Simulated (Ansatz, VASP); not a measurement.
**Ca2CdSi3 in VASP and in Ansatz**

```
Ca Si Cd
1.0
    -4.25096    7.35726    0.00000
     4.25096    0.00000    4.42019
     4.25096    7.35726    0.00000
Ca Si Cd
4 6 2
Direct
  0.24294 0.48589 0.75706
  0.75706 0.51411 0.24294
  0.25000 0.50000 0.25000
  0.75000 0.50000 0.75000
  0.83895 0.00000 0.32107
  0.16105 0.00000 0.67893
  0.67893 0.00000 0.16105
  0.32107 0.00000 0.83895
  0.15971 0.00000 0.15971
  0.84029 0.00000 0.84029
  0.66584 0.00000 0.66584
  0.33416 0.00000 0.33416
```

Alike in both runs: functional PBE; k mesh 4 × 4 × 4; occupations fermi-dirac, width 0.05 eV; no spin polarisation.

Ansatz relaxed the structure, and its values are those at the end. VASP's run is a single point on that final structure, the one shown.

|  | VASP | Ansatz |
| --- | --- | --- |
| version | VASP 6.6.1 | Ansatz 0.2.0 |
| potentials or method | VASP PAW PBE potentials, release 64 (Ca_sv, Si, Cd), cutoff 520 eV | PAW plane waves |
| valence electrons in the cell | 88 | 104 |

```tsv
	VASP	Ansatz	Ansatz less VASP
pressure (GPa)	-1.3	-1.4	-0.11
rms of the force components (eV/Å)	0.010	0.003	-0.0072
```

VASP's potentials hold 88 valence electrons a cell and Ansatz's 104, so a difference there can come from the potentials and not from the codes. Ansatz's warnings: stress scf threshold loose.
